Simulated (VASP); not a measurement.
Input of a VASP 6.6.1 run:

Contents of INCAR:

```
SYSTEM = HfN
PREC = Accurate ; ENCUT = 520
EDIFF = 1E-7 ; ISMEAR = 1
SIGMA = 0.15 ; LREAL = .False.
LASPH = .True. ; NELM = 100
ALGO = Normal ; ISIF = 2
LWAVE = .False. ; LCHARG = .True.
GGA = CA ; LELF = .True.
LVHAR = .True. ; NBANDS = 14
```

KPOINTS

```
regular mesh
0
Gamma
  10 10 10
  0 0 0
```

File POSCAR:

```
HfN
1.0
    0.0000000000      2.4548220000      2.4548220000
    2.4548220000      0.0000000000      2.4548220000
    2.4548220000      2.4548220000      0.0000000000
Hf N
1 1
Direct
    0.0000000000      0.0000000000      0.0000000000
    0.7500000000      0.7500000000      0.7500000000
```

Potentials or basis: VASP PAW LDA potentials, release 64 (Hf_pv, N).

The run is started by

```console
$ cat potpaw_LDA.64/Hf_pv/POTCAR potpaw_LDA.64/N/POTCAR > POTCAR
$ mpirun -np 1 vasp_std > vasp.out
```

Task: Estimate the pressure.

Result: -10.0 GPa.
